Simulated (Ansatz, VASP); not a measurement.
**CaO in VASP and in Ansatz**

File INCAR:

```
SYSTEM = CaO
ALGO = Normal
EDIFF = 1E-6
ENCUT = 520
GGA = PS
ISIF = 2
ISMEAR = 0
LASPH = .True.
LCHARG = .True.
LELF = .True.
LREAL = .False.
LVHAR = .True.
LWAVE = .False.
NBANDS = 15
NELM = 100
PREC = Accurate
SIGMA = 0.01
```

File KPOINTS:

```
k-points
0
Gamma
  8 8 8
  0 0 0
```

Contents of POSCAR:

```
CaO
1.0
    2.3716583792      2.3716583792      0.0000000000
   -2.3716583792      2.3716583792      0.0000000000
    0.0000000000      2.3716583792      2.3900163418
Ca O
1 1
Direct
    0.0000000000      0.0000000000      0.0000000000
    0.5000000000      0.5000000000      0.0000000000
```

Input for Ansatz:

```yaml
crystal:
  lattice:
    - [2.37165837916, 2.37165837916, 0.0]
    - [-2.37165837916, 2.37165837916, 0.0]
    - [0.0, 2.37165837916, 2.3900163418]
  atoms:
    - { symbol: Ca, position: [0.0, 0.0, 0.0] }
    - { symbol: O, position: [0.5, 0.5, 0.0] }
kpoints:
  mp_grid: { grid: [8, 8, 8] }
scf:
  occupations: { method: fixed }
  convergence: { dr2_threshold: 1.0e-10 }
hamiltonian:
  xc: pbesol
  pseudopotentials: { kind: all_electron, lapw: { basis_error: 0.0005 } }
output:
  forces: true
  stress: true
  eigenstates:
    kpoints:
      - [0.0, 0.0, 0.0]
      - [-0.5, 0.5, 0.0]
      - [-0.5, -0.5, -0.5]
      - [0.0, 0.0, -0.5]
      - [0.0, -0.5, -0.5]
      - [0.0, 0.5, 0.0]
      - [-0.5, 0.0, 0.0]
      - [-0.5, 0.0, -0.5]
  eigenvalues: true
```

Change from the starting cell: film at in-plane strain -0.005.

Alike in both runs: task single point; functional PBEsol; k mesh 8 × 8 × 8; no spin polarisation.

```csv
,VASP,Ansatz
version,VASP 6.6.1,Ansatz 0.2.0
potentials or method,"VASP PAW PBE potentials, release 64 (Ca_sv, O), cutoff 520 eV","all-electron LAPW, scalar-relativistic"
occupations,"gaussian, width 0.01 eV",fixed
```

```tsv
	VASP	Ansatz	Ansatz less VASP
gap on the k mesh at the Fermi level (eV)	3.50	3.52	+0.020
pressure (GPa)	1.5	0.9	-0.63
traceless stress, the component that is largest in VASP (GPa)	-0.93	-0.89	+0.039
```

VASP's potentials were made for PBE, not for PBEsol. Ansatz ran all-electron here, and VASP with PAW potentials.
